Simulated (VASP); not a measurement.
# ZnSe (F-43m) in VASP: notebook, part 3 of 3

VASP 6.6.1. The steps go on from the part before.

## (6) Relaxation of cell and atoms, PBEsol, target pressure 2 GPa, at which the enthalpy is minimised

This run uses another cell than the first one, of 22.34 Å³/atom, 1.029 times its volume.

INCAR reads:

```
SYSTEM = ZnSe
  ALGO = Normal
  EDIFF = 1E-6
  EDIFFG = -0.002
  ENCUT = 600
  GGA = PS
  IBRION = 2
  ISIF = 3
  ISMEAR = 0
  LASPH = .TRUE.
  LCHARG = .FALSE.
  LREAL = .FALSE.
  LWAVE = .FALSE.
  NELM = 80
  NSW = 100
  PREC = Accurate
  PSTRESS = 20.0
  SIGMA = 0.01
```

KPOINTS reads:

```
k-points
0
G
  8 8 8
  0 0 0
```

POSCAR reads:

```
ZnSe
1.0
    0.0000000000      2.8165937340      2.8165937340
    2.8165937340      0.0000000000      2.8165937340
    2.8165937340      2.8165937340      0.0000000000
Zn Se
1 1
Direct
    0.0000000000      0.0000000000      0.0000000000
    0.7500000000      0.7500000000      0.7500000000
```

Potentials or basis: VASP PAW PBE potentials, release 64 (Zn, Se).

The run is started by

```console
> cat potpaw_PBE.64/Zn/POTCAR potpaw_PBE.64/Se/POTCAR > POTCAR
> mpirun -np 1 vasp_std > vasp.out
```

OUTCAR:

```text
SYSTEM = ZnSe
   EDIFF = 1E-6
   EDIFFG = -0.002
   ENCUT = 600
   GGA = PS
   IBRION = 2
   ISIF = 3
   ISMEAR = 0
   LASPH = .TRUE.
   LREAL = .FALSE.
   NELM = 80
   NSW = 100
   PREC = Accurate
   PSTRESS = 20.0

 ion  position               nearest neighbor table
   1  0.000  0.000  0.000-   2 2.44   2 2.44   2 2.44   2 2.44
   2  0.750  0.750  0.750-   1 2.44   1 2.44   1 2.44   1 2.44

  LATTYP: Found a face centered cubic cell.
 ALAT       =     5.6331874680

  Lattice vectors:

 A1 = (   0.0000000000,   2.8165937340,   2.8165937340)
 A2 = (   2.8165937340,   0.0000000000,   2.8165937340)
 A3 = (   2.8165937340,   2.8165937340,   0.0000000000)

Analysis of symmetry for initial positions (statically):
=====================================================================
 Subroutine PRICEL returns:
 Original cell was already a primitive cell.

 Routine SETGRP: Setting up the symmetry group for a
 face centered cubic supercell.

 Subroutine GETGRP returns: Found 24 space group operations
 (whereof 24 operations were pure point group operations)
 out of a pool of 48 trial point group operations.

The static configuration has the point symmetry T_d .

Analysis of symmetry for dynamics (positions and initial velocities):
[... 169 lines left out ...]
  in kB        2.5108947      2.5108947      2.5108947      0.0000000      0.0000000     -0.0000000
  external PRESSURE =     -17.4891053 kB  Pullay stress =      20.0000000 kB
[... 253 lines left out ...]
--------------------------------------- Ionic step        8  -------------------------------------------

 number of electron      17.9999989 magnetization

 Free energy of the ion-electron system (eV)
  ---------------------------------------------------
  ext. energy  EPLUGINS =         0.00000000
  ---------------------------------------------------
  free energy    TOTEN  =        -6.76538041 eV

  energy without entropy =       -6.76538041  energy(sigma->0) =       -6.76538041

 E-fermi :   1.9404     XC(G=0):  -9.7239

 val. band max:        1.8677298777   @ k =   0.0000   0.0000   0.0000
 cond. band min:       3.2124735554   @ k =   0.0000   0.0000   0.0000
 fundamental gap:      1.3447436777
 Fermi energy:         1.9404070438

 k-point     1 :       0.0000    0.0000    0.0000
  band No.  band energies     occupation
      1     -11.7067      2.00000
      2      -4.8591      2.00000
      3      -4.8591      2.00000
      4      -4.8591      2.00000
      5      -4.4472      2.00000
      6      -4.4472      2.00000
      7       1.8677      2.00000
      8       1.8677      2.00000
      9       1.8677      2.00000
     10       3.2125      0.00000
     11       7.5820      0.00000
     12       7.5820      0.00000
     13       7.5820      0.00000
[... 354 lines left out ...]
  band No.  band energies     occupation
      1     -10.6862      2.00000
      2      -4.7508      2.00000
      3      -4.7050      2.00000
      4      -4.4889      2.00000
      5      -4.4405      2.00000
      6      -4.2173      2.00000
      7      -3.3225      2.00000
      8      -0.7291      2.00000
      9       0.2728      2.00000
     10       6.1493      0.00000
     11       7.2554      0.00000
     12       9.3165      0.00000
     13      10.5674      0.00000

 [... further k-points ...]
[... 5 lines left out ...]
  --------------------------------------------------------------------------------------
  -------------------------------------------------------------------------------------
  Total        0.5410507      0.5410507      0.5410507      0.0000000      0.0000000     -0.0000000
  in kB       19.8868059     19.8868059     19.8868059      0.0000000      0.0000000     -0.0000000
  external PRESSURE =      -0.1131941 kB  Pullay stress =      20.0000000 kB
[... 21 lines left out ...]
  energy  without entropy=       -6.7653804087  energy(sigma->0) =       -6.76538041

  enthalpy is  TOTEN    =        -6.2212501379 eV   P V=        0.5441302708

 reached required accuracy - stopping structural energy minimisation
```

Wall time 70 s (1 thread of AMD EPYC 7R13, shared host); peak memory 0.19 GiB.

Results:

- Free energy: -6.7654 eV
- Relaxed volume: 21.79 Å³/atom
- Relaxed cell: a = 3.950 Å, b = 3.950 Å, c = 3.950 Å, α = 60.00°, β = 60.00°, γ = 60.00°
- Space group after relaxing (to 0.05 Å): F-43m (No. 216)
- Energy change on relaxing (the enthalpy is what falls): +3.8 meV/atom
- Ionic steps: 8
- Pressure after relaxing: 2.0 GPa
- Band gap on the k mesh: 1.34 eV, direct

Step by step:
| step | energy change (eV) | largest force (eV/Å) | pressure (GPa) | volume (Å³) |
| --- | --- | --- | --- | --- |
| 1 | 0.0000 | 0.0000 | 0.25 | 44.69 |
| 2 | 0.0144 | 0.0000 | 2.79 | 43.13 |
| 3 | 0.0076 | 0.0000 | 1.89 | 43.59 |
| 4 | 0.0083 | 0.0000 | 2.13 | 43.53 |
| 5 | 0.0079 | 0.0000 | 2.04 | 43.56 |
| 6 | 0.0075 | 0.0000 | 1.98 | 43.59 |
| 7 | 0.0077 | 0.0000 | 2.04 | 43.58 |
| 8 | 0.0076 | 0.0000 | 1.99 | 43.59 |

Final structure:
```cif
data_structure
_symmetry_space_group_name_H-M 'P 1'
_symmetry_Int_Tables_number 1
_cell_length_a 3.9503
_cell_length_b 3.9503
_cell_length_c 3.9503
_cell_angle_alpha 60.000
_cell_angle_beta 60.000
_cell_angle_gamma 60.000
_cell_volume 43.59
loop_
_atom_site_label
_atom_site_type_symbol
_atom_site_fract_x
_atom_site_fract_y
_atom_site_fract_z
_atom_site_occupancy
Zn1 Zn 0.00000 0.00000 0.00000 1
Se1 Se 0.75000 0.75000 0.75000 1
```

Levels at points of the mesh, in eV from the valence-band top:
```
           k point  band 7  band 8  band 9  band 10  band 11  band 12
(0.00, 0.00, 0.00)    0.00    0.00    0.00     1.34     5.71     5.71
(0.50, 0.00, 0.00)   -5.57   -0.94   -0.94     2.52     6.29     6.29
(0.50, 0.50, 0.00)   -4.98   -2.37   -2.37     2.74     3.36    10.93
```

Caveat: the cell is relaxed towards a set pressure, so the enthalpy falls and the energy may rise; the PAW data sets were made with another functional, which shifts forces and pressure a little. A hybrid or GW would open this gap; PBEsol tends to underestimate it.

## (7) The runs side by side

```tsv
task	cell	cutoff (eV)	gap on the mesh (eV)	pressure (GPa)
single point	a = 3.945 Å, angles 60.0°, 2 atoms	520	1.36	2.3
single point	a = 3.912 Å, angles 60.0°, 2 atoms	520	1.47	4.3
single point	a = 3.964 Å, angles 60.0°, 2 atoms	520	1.30	1.3
relaxation of cell and atoms	relaxed to 1 GPa from a = 3.983 Å, angles 60.0°, 2 atoms	600	1.29	1.0
relaxation of cell and atoms	relaxed to 2 GPa from a = 3.983 Å, angles 60.0°, 2 atoms	600	1.34	2.0
```

Alike in all rows: level PBEsol; potentials or basis VASP PAW PBE potentials, release 64 (Zn, Se); no spin polarisation; k mesh 8 × 8 × 8; smearing gaussian 0.01 eV.

Caveats: the PAW data sets were made with another functional, which shifts forces and pressure a little; the cell is relaxed towards a set pressure, so the enthalpy falls and the energy may rise (some runs).

Total energies depend on the potentials used, so only differences within one code and one set of settings carry meaning.
